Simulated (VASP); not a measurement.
A run of VASP 6.6.1 is set up as follows.

File INCAR:

```
  ALGO = Fast
  EDIFF = 1E-7
  ENCUT = 520
  GGA = PS
  ISIF = 2
  ISMEAR = 0
  LASPH = T
  LCHARG = T
  LELF = T
  LREAL = F
  LVHAR = T
  LWAVE = F
  NBANDS = 48
  NELM = 100
  PREC = Accurate
  SIGMA = 0.1
```

Contents of KPOINTS:

```
k-points
0
Gamma
  10 4 10
```

POSCAR

```
TiAl2
1.0
    3.7446411635      0.0000000000      0.0000000000
    0.0000000000     11.5704512102      0.0000000000
    0.0000000000      0.0000000000      4.0867112562
Ti Al
4 8
Direct
    0.5000000000      0.8416842153      0.0000000000
    0.0000000000      0.6583157847      0.0000000000
    0.0000000000      0.3416842153      0.0000000000
    0.5000000000      0.1583157847      0.0000000000
    0.0000000000      0.0000000000      0.0000000000
    0.5000000000      0.6714615259      0.5000000000
    0.0000000000      0.8285384741      0.5000000000
    0.5000000000      0.0000000000      0.5000000000
    0.5000000000      0.5000000000      0.0000000000
    0.0000000000      0.1714615259      0.5000000000
    0.5000000000      0.3285384741      0.5000000000
    0.0000000000      0.5000000000      0.5000000000
```

Potentials or basis: VASP PAW PBE potentials, release 64 (Ti_sv, Al).

The run is started by

```sh
$ cat potpaw_PBE.64/Ti_sv/POTCAR potpaw_PBE.64/Al/POTCAR > POTCAR
$ mpirun -np 1 vasp_std > vasp.out
```

(1) Predict the band gap on the k mesh.

(2) Estimate the pressure.

(3) Estimate the largest force.

Answers

(1) zero (bands 36 and 37 overlap by 1.16 eV).

(2) 7.3 GPa.

(3) 0.009 eV/Å.

Caveat: the cell differs from its parent crystal (biaxial strain in the a-b plane: -4.0 %, then relaxed in part); the stress differs along the axes, from 0 to 11 GPa; the PAW data sets were made with another functional, which shifts forces and pressure a little.
